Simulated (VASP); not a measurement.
# LiGa4Sb (Cmmm) in VASP: single point with PBE

Aim: the single point of LiGa4Sb with PBE.

All numbers are computed with VASP 6.6.1; they aren't measurements. Logs are shortened: lines on timing, memory, paths and dates and some standing lists are left out, and cuts for length are marked.

## (1) The cell of the first run

It takes space group Cmmm (No. 65, orthorhombic). Conventional cell: a = 5.248 Å, b = 8.751 Å, c = 8.197 Å, α = 90.00°, β = 90.00°, γ = 90.00°. Li (site symmetry mmm) has 4 Ga at 2.93 Å within 3.9 Å. Within 3.4 Å of Ga (site symmetry mm2) lie 1 Ga at 2.60 Å and 1 Sb at 2.80 Å and 2 Li at 2.93 Å. Ga (site symmetry m2m) has 3 Ga at 2.86 to 3.03 Å and 3 Sb at 2.95 to 2.99 Å within 3.8 Å. Within 3.7 Å of Sb (site symmetry mmm) lie 8 Ga at 2.80 to 2.99 Å.

The cell was generated, and may not be a known phase.

## (2) Single point, PBE

The input, INCAR:

```
SYSTEM = LiGa4Sb
PREC = Accurate ; ENCUT = 520
EDIFF = 1E-6 ; ISMEAR = 0
SIGMA = 0.1 ; LREAL = .False.
LASPH = .True. ; NELM = 100
ALGO = Fast ; ISIF = 2
LWAVE = .False. ; LCHARG = .False.
GGA = PE ; NBANDS = 39
```

The input, KPOINTS:

```
regular mesh
0
Gamma
  8 8 6
  0 0 0
```

The input, POSCAR:

```
LiGa4Sb
1.0
    2.6239526474     -4.3753153113      0.0000000000
    2.6239526474      4.3753153113      0.0000000000
    0.0000000000      0.0000000000      8.1966207782
Li Ga Sb
1 4 1
Direct
    0.0000000000      0.0000000000      0.0000000000
    0.5000000000      0.5000000000      0.1584480669
    0.5000000000      0.5000000000      0.8415519331
    0.1631757322      0.8368242678      0.5000000000
    0.8368242678      0.1631757322      0.5000000000
    0.5000000000      0.5000000000      0.5000000000
```

Potentials or basis: VASP PAW PBE potentials, release 64 (Li_sv, Ga_d, Sb).

Launch:

```sh
> cat potpaw_PBE.64/Li_sv/POTCAR potpaw_PBE.64/Ga_d/POTCAR potpaw_PBE.64/Sb/POTCAR > POTCAR
> mpirun -np 1 vasp_std > vasp.out
```

OUTCAR:

```text
SYSTEM = LiGa4Sb
   PREC = Accurate
   ENCUT = 520
   EDIFF = 1E-6
   ISMEAR = 0
   LREAL = .False.
   LASPH = .True.
   NELM = 100
   ISIF = 2
   GGA = PE

 ion  position               nearest neighbor table
   1  0.000  0.000  0.000-
   2  0.500  0.500  0.158-   3 2.60   6 2.80
   3  0.500  0.500  0.842-   2 2.60   6 2.80
   4  0.163  0.837  0.500-   5 2.86   6 2.95   6 2.99   6 2.99
   5  0.837  0.163  0.500-   4 2.86   6 2.95   6 2.99   6 2.99
   6  0.500  0.500  0.500-   2 2.80   3 2.80   4 2.95   5 2.95   4 2.99   5 2.99   4 2.99   5 2.99

  LATTYP: Found a base centered orthorhombic cell.
 ALAT       =     5.2479052948
 B/A-ratio  =     1.6674520844
 C/A-ratio  =     1.5618842791

  Lattice vectors:

 A1 = (   2.6239526474,  -4.3753153113,   0.0000000000)
 A2 = (   2.6239526474,   4.3753153113,   0.0000000000)
 A3 = (   0.0000000000,   0.0000000000,   8.1966207782)

Analysis of symmetry for initial positions (statically):
=====================================================================
 Subroutine PRICEL returns:
 Original cell was already a primitive cell.

 Routine SETGRP: Setting up the symmetry group for a
 base centered orthorhombic supercell.

 Subroutine GETGRP returns: Found  8 space group operations
 (whereof  8 operations were pure point group operations)
 out of a pool of  8 trial point group operations.

The static configuration has the point symmetry D_2h.

Analysis of symmetry for dynamics (positions and initial velocities):
=====================================================================
 Subroutine PRICEL returns:
 Original cell was already a primitive cell.

 Routine SETGRP: Setting up the symmetry group for a
 base centered orthorhombic supercell.

 Subroutine GETGRP returns: Found  8 space group operations
 (whereof  8 operations were pure point group operations)
 out of a pool of  8 trial point group operations.

The dynamic configuration has the point symmetry D_2h.

 Subroutine INISYM returns: Found  8 space group operations
 (whereof  8 operations are pure point group operations),
 and found     1 'primitive' translations

----------------------------------------------------------------------------------------

                                     Primitive cell

  volume of cell :     188.2046

  direct lattice vectors                    reciprocal lattice vectors
[... 92 lines left out ...]
   LASPH  =      T    aspherical Exc in radial PAW
   ENCUT  =  520.0 eV  38.22 Ry    6.18 a.u.   9.49  9.49 15.24*2*pi/ulx,y,z
   NELM   =    100;   NELMIN=  2; NELMDL= -5     # of ELM steps
   EDIFF  = 0.1E-05   stopping-criterion for ELM
   LREAL  =      F    real-space projection
   EDIFFG = 0.1E-04   stopping-criterion for IOM
   NSW    =      0    number of steps for IOM
   IBRION =     -1    ionic relax: 0-MD 1-quasi-New 2-CG
   NFREE  =      0    steps in history (QN), initial steepest desc. (CG)
   ISIF   =      2    stress and relaxation
   ISYM   =      2    0-nonsym 1-usesym 2-fastsym
   POTIM  = 0.5000    time-step for ionic-motion
   TEBEG  =    0.0;   TEEND  =   0.0 temperature during run
   PSTRESS=    0.0 pullay stress
   NELECT =      60.0000    total number of electrons
   NUPDOWN=      -1.0000    fix difference up-down
   EMIN   =  10.00;   EMAX   =-10.00  energy-range for DOS
   EFERMI =   0.00;   METHOD = LEGACY
   ISMEAR =     0;   SIGMA  =   0.10  broadening in eV -4-tet -1-fermi 0-gaus
   EFERMI_NEDOS =   21; number of points for ismear=-14 and -15
   IALGO  =     68    algorithm
   IMIX   =      4    mixing-type and parameters
     AMIX     =   0.40;   BMIX     =  1.00
     AMIX_MAG =   1.60;   BMIX_MAG =  1.00
  volume/ion in A,a.u.               =      31.37       211.68
  Fermi-wavevector in a.u.,A,eV,Ry     =   1.118361  2.113395 17.017220  1.250730
  Thomas-Fermi vector in A             =   2.254991
   LORBIT       =      0    0 simple, 1 ext, 2 COOP (PROOUT), +10 PAW based schemes
   GGA     = PE    functional components
   LHFCALC =     F    Hartree Fock is set to
   AEXX    =    0.0000 exact exchange contribution
   IVDW    =     0    specifies the selected vdW correction
   LEPSILON=     F    determine dielectric tensor
   LRPA    =     F    only Hartree local field effects (RPA)
 non-spin polarized calculation
 RMM-DIIS sequential band-by-band and
 Gauss-broadening in eV      SIGMA  =   0.10
  energy-cutoff  :      520.00
  volume of cell :      188.20
 maximum number of plane-waves:      5102
 NGX is ok and might be reduce to    40
   NGX = 19   NGY = 19   NGZ = 31

 number of electron      60.0000020 magnetization

 Free energy of the ion-electron system (eV)
  ---------------------------------------------------
  ext. energy  EPLUGINS =         0.00000000
  ---------------------------------------------------
  free energy    TOTEN  =       -15.49670116 eV

  energy without entropy =      -15.47979186  energy(sigma->0) =      -15.48824651

 E-fermi :   2.2391     XC(G=0):  -8.0862

 val. band max:        2.2282147210   @ k =   0.5000   0.5000   0.0000
 cond. band min:       2.2578538032   @ k =   0.5000   0.1250   0.5000
 fundamental gap:      0.0296390823
 Fermi energy:         2.2390665066

 k-point     1 :       0.0000    0.0000    0.0000
  band No.  band energies     occupation
      1     -44.7726      2.00000
      2     -12.7861      2.00000
      3     -12.7302      2.00000
      4     -12.6764      2.00000
      5     -12.6751      2.00000
      6     -12.6722      2.00000
[... 997 lines left out ...]
     38       5.7179      0.00000
     39       6.0806      0.00000

 [... further k-points ...]
[... 5 lines left out ...]
  --------------------------------------------------------------------------------------
  -------------------------------------------------------------------------------------
  Total        0.0717617      0.0255079      0.0439595      0.0000000      0.0000000      0.0000000
  in kB        0.6109044      0.2171476      0.3742253      0.0000000      0.0000000      0.0000000
  external PRESSURE =       0.4007591 kB  Pullay stress =       0.0000000 kB

 VOLUME and BASIS-vectors are now :
 -----------------------------------------------------------------------------
  energy-cutoff  :      520.00
  volume of cell :      188.20
      direct lattice vectors                 reciprocal lattice vectors
     2.623952647 -4.375315311  0.000000000     0.190552219 -0.114277478  0.000000000
     2.623952647  4.375315311  0.000000000     0.190552219  0.114277478  0.000000000
     0.000000000  0.000000000  8.196620778     0.000000000  0.000000000  0.122001496

 POSITION                                       TOTAL-FORCE (eV/Angst)
 -----------------------------------------------------------------------------------
      0.00000      0.00000      0.00000        -0.000000     -0.000000      0.000000
      2.62395      0.00000      1.29874        -0.000000     -0.000000     -0.003068
      2.62395      0.00000      6.89788         0.000000     -0.000000      0.003068
      2.62395      2.94742      4.09831        -0.000000      0.000597      0.000000
      2.62395     -2.94742      4.09831        -0.000000     -0.000597      0.000000
      2.62395      0.00000      4.09831        -0.000000      0.000000      0.000000
 -----------------------------------------------------------------------------------
    total drift:                               -0.000000      0.000000      0.000000

  FREE ENERGIE OF THE ION-ELECTRON SYSTEM (eV)
  ---------------------------------------------------
  free  energy   TOTEN  =       -15.4967011559 eV

  energy  without entropy=      -15.4797918646  energy(sigma->0) =      -15.48824651
```

Wall time 9.9 min (1 thread of AMD EPYC 9R45 (Zen 5), shared host); peak memory 0.64 GiB.

Results:

```
Free energy            : -15.4967 eV
Largest force          : 0.003 eV/Å
Band gap on the k mesh : zero (bands 30 and 31 overlap by 1.33 eV)
```

Forces in eV/Å, atoms in the order of the input:
```
Li   0.000  0.000  0.000
Ga   0.000  0.000 -0.003
Ga   0.000  0.000  0.003
Ga   0.000  0.001  0.000
Ga   0.000 -0.001  0.000
Sb   0.000  0.000  0.000
```

Levels at points of the mesh, in eV from the Fermi level:
| k point | band 28 | band 29 | band 30 | band 31 | band 32 | band 33 |
| --- | --- | --- | --- | --- | --- | --- |
| (0.00, 0.00, 0.00) | -1.99 | -0.59 | -0.49 | -0.06 | 0.49 | 1.10 |
| (0.50, 0.00, 0.00) | -1.05 | -0.97 | 0.78 | 1.05 | 1.27 | 2.09 |
| (0.50, 0.50, 0.00) | -0.76 | -0.60 | -0.01 | 0.75 | 1.33 | 1.52 |
| (0.00, 0.00, 0.50) | -2.38 | -1.97 | -0.59 | -0.49 | 0.14 | 0.93 |
| (0.50, 0.00, 0.50) | -2.70 | -1.81 | 0.60 | 0.96 | 1.34 | 1.68 |
| (0.50, 0.50, 0.50) | -2.63 | -1.53 | -0.32 | 1.35 | 1.51 | 1.69 |

Caveat: the cutoff is under 1.25 times the usual one of these potentials, so pressure, stress and relaxed cells hold a basis-set (Pulay) error; spin-orbit coupling is left out, which moves the levels of the heavy elements.

The gap in the log of VASP goes by the Fermi energy; the results here count the filled bands.